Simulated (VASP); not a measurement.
Here is a VASP 6.6.1 calculation.

INCAR

```
PREC     = Accurate       # precision mode
ENCUT    = 600            # plane-wave cutoff, eV
EDIFF    = 1E-7           # SCF threshold, eV
ISMEAR   = 0              # smearing method
SIGMA    = 0.1            # smearing width, eV
LREAL    = False          # projectors in reciprocal space
LASPH    = True           # aspherical terms in the spheres
NELM     = 80             # most SCF steps
ALGO     = Normal         # electronic algorithm
ISIF     = 3              # what is computed and relaxed
LWAVE    = False          # write WAVECAR
LCHARG   = False          # write CHGCAR
GGA      = PE             # functional
IBRION   = 2              # ionic algorithm
NSW      = 80             # ionic steps
EDIFFG   = -0.05          # ionic threshold
```

File KPOINTS:

```
regular mesh
0
Gamma
  8 8 8
```

POSCAR

```
TiN
1.0
    0.0000000000      2.2036833895      2.2036833895
    2.2036833895      0.0000000000      2.2036833895
    2.2036833895      2.2036833895      0.0000000000
Ti N
1 1
Direct
    0.5000000000      0.5000000000      0.5000000000
    0.0000000000      0.0000000000      0.0000000000
```

Potentials or basis: VASP PAW PBE potentials, release 64 (Ti_sv, N).

Command:

```console
$ cat potpaw_PBE.64/Ti_sv/POTCAR potpaw_PBE.64/N/POTCAR > POTCAR
$ mpirun -np 1 vasp_std > vasp.out
```

Problem. What does it give for the relaxed cell?

Solution. a = 3.005 Å, b = 3.005 Å, c = 3.005 Å, α = 60.00°, β = 60.00°, γ = 60.00°.

Problem. Predict the relaxed volume.

Solution. 9.60 Å³/atom.

Final structure:
```cif
data_structure
_symmetry_space_group_name_H-M 'P 1'
_symmetry_Int_Tables_number 1
_cell_length_a 3.0053
_cell_length_b 3.0053
_cell_length_c 3.0053
_cell_angle_alpha 60.000
_cell_angle_beta 60.000
_cell_angle_gamma 60.000
_cell_volume 19.19
loop_
_atom_site_label
_atom_site_type_symbol
_atom_site_fract_x
_atom_site_fract_y
_atom_site_fract_z
_atom_site_occupancy
Ti1 Ti 0.50000 0.50000 0.50000 1
N1 N 0.00000 0.00000 0.00000 1
```
